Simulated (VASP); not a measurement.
Set up this calculation in VASP 6.6.1, as the native input.

```yaml
Task: single point
Functional: PBE
Potentials_or_basis: VASP PAW PBE potentials, release 64 (Hf_pv, N)
Cutoff: 520 eV
k_mesh: 9 × 7 × 1
Occupations: fermi-dirac, width 0.02 eV
Spin: no spin polarisation
Dipole_correction: yes
Further_INCAR_settings: ALGO = Normal; EDIFF = 1e-07; NBANDS = 32
```

The structure of HfN lies in POSCAR:

```
HfN
1.0
    3.2157240931      0.0000000000      0.0000000000
    0.0000000000      4.5477206253      0.0000000000
    0.0000000000      0.0000000000     19.2157000000
Hf N
3 3
Direct
    0.0000000000      0.2500000000      0.4201510288
    0.5000000000      0.7500000000      0.4999999479
    0.0000000000      0.2500000000      0.5798490693
    0.0000000000      0.7500000000      0.4201061568
    0.5000000000      0.2500000000      0.5000000536
    0.0000000000      0.7500000000      0.5798937436
```

These files were run (other wordings do the same):

INCAR

```
PREC = Accurate
ENCUT = 520
EDIFF = 1E-7
ISMEAR = -1
SIGMA = 0.02
LREAL = F
LASPH = T
NELM = 100
ALGO = Normal
ISIF = 2
LWAVE = F
LCHARG = F
LDIPOL = T
IDIPOL = 3
DIPOL = 0.5 0.5 0.500
GGA = PE
NBANDS = 32
```

KPOINTS

```
regular mesh
0
Gamma
  9 7 1
```

Potentials or basis: VASP PAW PBE potentials, release 64 (Hf_pv, N).

Run with:

```sh
$ cat potpaw_PBE.64/Hf_pv/POTCAR potpaw_PBE.64/N/POTCAR > POTCAR
$ mpirun -np 1 vasp_std > vasp.out
```

Results of the run:

* Largest force: 0.117 eV/Å
* Band gap on the k mesh: zero (an odd number of electrons rules out a gap without spin polarisation)

Caveat: spin-orbit coupling is left out, which moves the levels of the heavy elements; an odd number of electrons without spin polarisation forces a metal; a magnetic or distorted state may lie lower.

Wall time 4.1 min on 1 thread of Intel(R) Xeon(R) Platinum 8488C (Sapphire Rapids), on a shared host, peak memory 0.43 GiB.
